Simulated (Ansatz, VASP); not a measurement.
One calculation of Sn, two programs

Contents of INCAR:

```
SYSTEM = Sn
  ALGO = Normal
  EDIFF = 1E-6
  ENCUT = 520
  ISIF = 2
  ISMEAR = -1
  LASPH = .TRUE.
  LCHARG = .FALSE.
  LREAL = .FALSE.
  LWAVE = .FALSE.
  NBANDS = 21
  NELM = 100
  PREC = Accurate
  SIGMA = 0.05
```

File KPOINTS:

```
k-points
0
G
  7 7 7
  0 0 0
```

File POSCAR:

```
Sn
1.0
    0.0000000000      3.2547562903      3.2547562903
    3.2547562903      0.0000000000      3.2547562903
    3.2547562903      3.2547562903      0.0000000000
Sn
2
Direct
    0.7500000000      0.7500000000      0.7500000000
    0.5000000000      0.5000000000      0.5000000000
```

input.yaml

```yaml
crystal:
  lattice:
    - [0.0, 3.2547562903, 3.2547562903]
    - [3.2547562903, 0.0, 3.2547562903]
    - [3.2547562903, 3.2547562903, 0.0]
  atoms:
    - { symbol: Sn, position: [0.75, 0.75, 0.75] }
    - { symbol: Sn, position: [0.5, 0.5, 0.5] }
kpoints:
  mp_grid: { grid: [7, 7, 7] }
scf:
  occupations: { method: fermi_dirac, width: 0.05 }
hamiltonian:
  xc: lda
  pseudopotentials: { kind: all_electron, lapw: { basis_error: 0.001 } }
output:
  forces: true
  stress: true
  eigenvalues: true
```

Change from the starting cell: volume scaled by 1.02.

Alike in both runs: task single point; functional LDA; k mesh 7 × 7 × 7; occupations fermi-dirac, width 0.05 eV; no spin polarisation.

|  | VASP | Ansatz |
| --- | --- | --- |
| version | VASP 6.6.1 | Ansatz 0.2.0 |
| potentials or method | VASP PAW LDA potentials, release 64 (Sn_d), cutoff 520 eV | all-electron LAPW, scalar-relativistic |

|  | VASP | Ansatz | Ansatz less VASP |
| --- | --- | --- | --- |
| gap on the k mesh at the Fermi level (eV) | none | none | - |
| pressure (GPa) | -0.7 | -0.7 | +0.02 |

LDA's correlation is that of Perdew and Zunger in VASP and of Perdew and Wang (1992) in Ansatz. A gap of «none» marks a metal or a gap that the smearing closes. Ansatz ran all-electron here, and VASP with PAW potentials.
